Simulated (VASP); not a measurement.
# SiMo3 (Pm-3n) in VASP: relaxation of cell and atoms with LDA

Aim: the relaxation of cell and atoms of SiMo3 with LDA.

Everything below comes from runs of VASP 6.6.1. Logs are shortened: lines on timing, memory, paths and dates and some standing lists are left out, and cuts for length are marked.

### 1 The cell of the first run

Symmetry: Pm-3n, No. 223, cubic system. Conventional cell: a = 4.889 Å, b = 4.889 Å, c = 4.889 Å, α = 90.00°, β = 90.00°, γ = 90.00°. Within 3.6 Å of Si (site symmetry m-3) lie 12 Mo at 2.73 Å. Within 3.2 Å of Mo (site symmetry -4m2) lie 10 Mo at 2.44 to 2.99 Å and 4 Si at 2.73 Å.

### 2 Relaxation of cell and atoms, LDA

INCAR reads:

```
SYSTEM = SiMo3
PREC     = Accurate       ! precision mode
ENCUT    = 600            ! plane-wave cutoff, eV
EDIFF    = 1E-7           ! SCF threshold, eV
ISMEAR   = -1             ! smearing method
SIGMA    = 0.1            ! smearing width, eV
LREAL    = .FALSE.        ! projectors in reciprocal space
LASPH    = .TRUE.         ! aspherical terms in the spheres
NELM     = 60             ! most SCF steps
ALGO     = Normal         ! electronic algorithm
ISIF     = 3              ! what is computed and relaxed
LWAVE    = .FALSE.        ! write WAVECAR
LCHARG   = .FALSE.        ! write CHGCAR
GGA      = CA             ! functional
IBRION   = 2              ! ionic algorithm
NSW      = 80             ! ionic steps
EDIFFG   = -0.01          ! ionic threshold
```

KPOINTS reads:

```
Automatic mesh
0
G
  7 7 7
  0 0 0
```

POSCAR reads:

```
SiMo3
1.0
    4.8890000000      0.0000000000      0.0000000000
    0.0000000000      4.8890000000      0.0000000000
    0.0000000000      0.0000000000      4.8890000000
Si Mo
2 6
Direct
    0.0000000000      0.0000000000      0.0000000000
    0.5000000000      0.5000000000      0.5000000000
    0.2500000000      0.0000000000      0.5000000000
    0.5000000000      0.7500000000      0.0000000000
    0.7500000000      0.0000000000      0.5000000000
    0.5000000000      0.2500000000      0.0000000000
    0.0000000000      0.5000000000      0.7500000000
    0.0000000000      0.5000000000      0.2500000000
```

Potentials or basis: VASP PAW LDA potentials, release 64 (Si, Mo_sv).

Run with:

```console
$ cat potpaw_LDA.64/Si/POTCAR potpaw_LDA.64/Mo_sv/POTCAR > POTCAR
$ mpirun -np 1 vasp_std > vasp.out
```

OUTCAR:

```text
SYSTEM = SiMo3
   PREC = Accurate
   ENCUT = 600
   EDIFF = 1E-7
   ISMEAR = -1
   LREAL = .FALSE.
   LASPH = .TRUE.
   NELM = 60
   ISIF = 3
   GGA = CA
   IBRION = 2
   NSW = 80
   EDIFFG = -0.01

 ion  position               nearest neighbor table
   1  0.000  0.000  0.000-   3 2.73   4 2.73   5 2.73   6 2.73   7 2.73   8 2.73   3 2.73   5 2.73
                             7 2.73   8 2.73   4 2.73   6 2.73
   2  0.500  0.500  0.500-   3 2.73   4 2.73   5 2.73   6 2.73   7 2.73   8 2.73   4 2.73   6 2.73
                             3 2.73   5 2.73   7 2.73   8 2.73
   3  0.250  0.000  0.500-   5 2.44   5 2.44   1 2.73   1 2.73   2 2.73   2 2.73   8 2.99   4 2.99
                             4 2.99   6 2.99   6 2.99   7 2.99   8 2.99   7 2.99
   4  0.500  0.750  0.000-   6 2.44   6 2.44   1 2.73   2 2.73   2 2.73   1 2.73   8 2.99   5 2.99
                             3 2.99   5 2.99   3 2.99   7 2.99   7 2.99   8 2.99
   5  0.750  0.000  0.500-   3 2.44   3 2.44   1 2.73   1 2.73   2 2.73   2 2.73   8 2.99   4 2.99
                             4 2.99   6 2.99   6 2.99   7 2.99   8 2.99   7 2.99
   6  0.500  0.250  0.000-   4 2.44   4 2.44   1 2.73   2 2.73   2 2.73   1 2.73   8 2.99   3 2.99
                             3 2.99   5 2.99   5 2.99   7 2.99   7 2.99   8 2.99
   7  0.000  0.500  0.750-   8 2.44   8 2.44   1 2.73   2 2.73   1 2.73   2 2.73   3 2.99   4 2.99
                             5 2.99   3 2.99   5 2.99   6 2.99   4 2.99   6 2.99
   8  0.000  0.500  0.250-   7 2.44   7 2.44   1 2.73   2 2.73   1 2.73   2 2.73   3 2.99   4 2.99
                             5 2.99   3 2.99   5 2.99   6 2.99   4 2.99   6 2.99

  LATTYP: Found a simple cubic cell.
 ALAT       =     4.8890000000

  Lattice vectors:

 A1 = (   4.8890000000,   0.0000000000,   0.0000000000)
 A2 = (   0.0000000000,   4.8890000000,   0.0000000000)
 A3 = (   0.0000000000,   0.0000000000,   4.8890000000)

Analysis of symmetry for initial positions (statically):
=====================================================================
 Subroutine PRICEL returns:
 Original cell was already a primitive cell.

 Routine SETGRP: Setting up the symmetry group for a
 simple cubic supercell.

 Subroutine GETGRP returns: Found 48 space group operations
 (whereof 24 operations were pure point group operations)
 out of a pool of 48 trial point group operations.

The static configuration has the point symmetry T_h .
 The point group associated with its full space group is O_h .

Analysis of symmetry for dynamics (positions and initial velocities):
=====================================================================
 Subroutine PRICEL returns:
 Original cell was already a primitive cell.

 Routine SETGRP: Setting up the symmetry group for a
 simple cubic supercell.

 Subroutine GETGRP returns: Found 48 space group operations
 (whereof 24 operations were pure point group operations)
[... 105 lines left out ...]
   LNONCOLLINEAR =      F non collinear calculations
   LSORBIT =      F    spin-orbit coupling
   LASPH  =      T    aspherical Exc in radial PAW
   ENCUT  =  600.0 eV  44.10 Ry    6.64 a.u.   9.76  9.76  9.76*2*pi/ulx,y,z
   NELM   =     60;   NELMIN=  2; NELMDL= -5     # of ELM steps
   EDIFF  = 0.1E-06   stopping-criterion for ELM
   LREAL  =      F    real-space projection
   EDIFFG = -.1E-01   stopping-criterion for IOM
   NSW    =     80    number of steps for IOM
   IBRION =      2    ionic relax: 0-MD 1-quasi-New 2-CG
   NFREE  =      1    steps in history (QN), initial steepest desc. (CG)
   ISIF   =      3    stress and relaxation
   ISYM   =      2    0-nonsym 1-usesym 2-fastsym
   POTIM  = 0.5000    time-step for ionic-motion
   TEBEG  =    0.0;   TEEND  =   0.0 temperature during run
   PSTRESS=    0.0 pullay stress
   NELECT =      92.0000    total number of electrons
   NUPDOWN=      -1.0000    fix difference up-down
   EMIN   =  10.00;   EMAX   =-10.00  energy-range for DOS
   EFERMI =   0.00;   METHOD = LEGACY
   ISMEAR =    -1;   SIGMA  =   0.10  broadening in eV -4-tet -1-fermi 0-gaus
   EFERMI_NEDOS =   21; number of points for ismear=-14 and -15
   IALGO  =     38    algorithm
   IMIX   =      4    mixing-type and parameters
     AMIX     =   0.40;   BMIX     =  1.00
     AMIX_MAG =   1.60;   BMIX_MAG =  1.00
  volume/ion in A,a.u.               =      14.61        98.57
  Fermi-wavevector in a.u.,A,eV,Ry     =   1.511648  2.856601 31.090405  2.285080
  Thomas-Fermi vector in A             =   2.621677
   LORBIT       =      0    0 simple, 1 ext, 2 COOP (PROOUT), +10 PAW based schemes
   GGA     = CA    functional components
   LHFCALC =     F    Hartree Fock is set to
   AEXX    =    0.0000 exact exchange contribution
   IVDW    =     0    specifies the selected vdW correction
   LEPSILON=     F    determine dielectric tensor
   LRPA    =     F    only Hartree local field effects (RPA)
 conjugate gradient relaxation of ions
 non-spin polarized calculation
  energy-cutoff  :      600.00
  volume of cell :      116.86
 maximum number of plane-waves:      3916
 NGX is ok and might be reduce to    40
   NGX = 19   NGY = 19   NGZ = 19

--------------------------------------- Ionic step        1  -------------------------------------------

 number of electron      91.9999977 magnetization

 Free energy of the ion-electron system (eV)
  ---------------------------------------------------
  ext. energy  EPLUGINS =         0.00000000
  ---------------------------------------------------
  free energy    TOTEN  =       -87.64570560 eV

  energy without entropy =      -87.52833990  energy(sigma->0) =      -87.58702275

------------------------ aborting loop because EDIFF is reached ----------------------------------------

  FORCE on cell =-STRESS in cart. coord.  units (eV):
  Direction    XX          YY          ZZ          XY          YZ          ZX
  --------------------------------------------------------------------------------------
  -------------------------------------------------------------------------------------
  Total       -5.7895780     -5.7895780     -5.7895780     -0.0000000      0.0000000     -0.0000000
  in kB      -79.3774939    -79.3774939    -79.3774939     -0.0000000      0.0000000     -0.0000000
  external PRESSURE =     -79.3774939 kB  Pullay stress =       0.0000000 kB
[... 113 lines left out ...]
--------------------------------------- Ionic step        4  -------------------------------------------

 number of electron      91.9999988 magnetization

 Free energy of the ion-electron system (eV)
  ---------------------------------------------------
  ext. energy  EPLUGINS =         0.00000000
  ---------------------------------------------------
  free energy    TOTEN  =       -87.73494669 eV

  energy without entropy =      -87.62318195  energy(sigma->0) =      -87.67906432

 E-fermi :  13.1434     XC(G=0): -13.4596

 val. band max:       13.1296378952   @ k =   0.4286   0.2857   0.1429
 cond. band min:      13.1737936981   @ k =   0.2857   0.0000   0.0000
 fundamental gap:      0.0441558029
 Fermi energy:        13.1434097833

 k-point     1 :       0.0000    0.0000    0.0000
  band No.  band energies     occupation
      1     -47.7996      2.00000
      2     -47.6643      2.00000
      3     -47.6643      2.00000
      4     -47.2907      2.00000
      5     -47.2907      2.00000
      6     -47.2907      2.00000
[... 1184 lines left out ...]
  FREE ENERGIE OF THE ION-ELECTRON SYSTEM (eV)
  ---------------------------------------------------
  free  energy   TOTEN  =       -87.7349466881 eV

  energy  without entropy=      -87.6231819531  energy(sigma->0) =      -87.67906432

 reached required accuracy - stopping structural energy minimisation
```

OSZICAR:

```text
N       E                     dE             d eps       ncg     rms          rms(c)
DAV:   1     0.129878814179E+04    0.12988E+04   -0.59046E+04  2200   0.192E+03
DAV:   2    -0.257468131742E+02   -0.13245E+04   -0.12960E+04  2320   0.584E+02
DAV:   3    -0.904778010360E+02   -0.64731E+02   -0.62763E+02  2797   0.117E+02
[... 39 lines left out ...]
DAV:   2    -0.877349724163E+02    0.78421E-03   -0.27408E-03  2242   0.305E-01    0.482E-02
DAV:   3    -0.877349447275E+02    0.27689E-04   -0.24784E-04  2573   0.850E-02    0.498E-02
DAV:   4    -0.877349475329E+02   -0.28054E-05   -0.53858E-05  2336   0.199E-02    0.954E-03
DAV:   5    -0.877349464836E+02    0.10492E-05   -0.83378E-06  2396   0.155E-02    0.104E-02
DAV:   6    -0.877349467483E+02   -0.26466E-06   -0.40158E-07  2178   0.274E-03    0.195E-03
DAV:   7    -0.877349466881E+02    0.60154E-07   -0.41674E-07  1924   0.232E-03
   4 F= -.87734947E+02 E0= -.87679064E+02  d E =-.892411E-01
```

Wall time 13 min (1 thread of Oxide Virtual Turin-like, shared host); peak memory 0.24 GiB.

Results:

| Quantity | Value |
| --- | --- |
| Free energy | -87.7349 eV |
| Relaxed volume | 14.17 Å³/atom |
| Relaxed cell | a = 4.840 Å, b = 4.840 Å, c = 4.840 Å, α = 90.00°, β = 90.00°, γ = 90.00° |
| Space group after relaxing (to 0.05 Å) | Pm-3n (No. 223) |
| Energy gained by relaxing | 11.2 meV/atom |
| Ionic steps | 4 |
| Pressure after relaxing | 0.0 GPa |
| Band gap on the k mesh | zero (band 46 reaches 14.43 eV, above the bottom of band 47 at 12.45 eV) |

The path:
| step | energy change (eV) | largest force (eV/Å) | pressure (GPa) | volume (Å³) |
| --- | --- | --- | --- | --- |
| 1 | 0.0000 | 0.0000 | -7.94 | 116.86 |
| 2 | 0.5168 | 0.0000 | 24.98 | 105.04 |
| 3 | -0.0892 | 0.0000 | -0.26 | 113.45 |
| 4 | -0.0892 | 0.0000 | -0.02 | 113.36 |

Final structure:
```
Si Mo
1.0
     4.83971    0.00000    0.00000
     0.00000    4.83971    0.00000
     0.00000    0.00000    4.83971
Si Mo
2 6
Direct
  0.00000 0.00000 0.00000
  0.50000 0.50000 0.50000
  0.25000 0.00000 0.50000
  0.50000 0.75000 0.00000
  0.75000 0.00000 0.50000
  0.50000 0.25000 0.00000
  0.00000 0.50000 0.75000
  0.00000 0.50000 0.25000
```
